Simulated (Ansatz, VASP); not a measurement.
## Cl in VASP and in Ansatz

```
Cl
1.0
     4.02120    0.00000    0.00000
    -2.01060    3.48246    0.00000
     0.00000    0.00000    8.80830
Cl
4
Direct
  0.33333 0.66667 0.36375
  0.66667 0.33333 0.86375
  0.66667 0.33333 0.63625
  0.33333 0.66667 0.13625
```

Alike in both runs: functional PBEsol; k mesh 9 × 9 × 4; occupations gaussian, width 0.02 eV; no spin polarisation.

Ansatz relaxed the structure, and its values are those at the end. VASP's run is a single point on that final structure, the one shown.

```csv
,VASP,Ansatz
version,VASP 6.6.1,Ansatz 0.2.0
potentials or method,"VASP PAW PBE potentials, release 64 (Cl), cutoff 500 eV","scalar-relativistic, plane waves, PAW"
valence electrons in the cell,28,28
```

Ansatz gave:

```
gap on the k mesh at the Fermi level (eV) : 1.58
least direct gap on the mesh (eV)         : 1.60
pressure (GPa)                            : 0.0
rms of the force components (eV/Å)        : 0.000
```

Task: Which values does VASP return?

Result: gap on the k mesh at the Fermi level (eV): 1.63; least direct gap on the mesh (eV): 1.65; pressure (GPa): -0.3; rms of the force components (eV/Å): 0.093.

VASP's potentials were made for PBE, not for PBEsol.
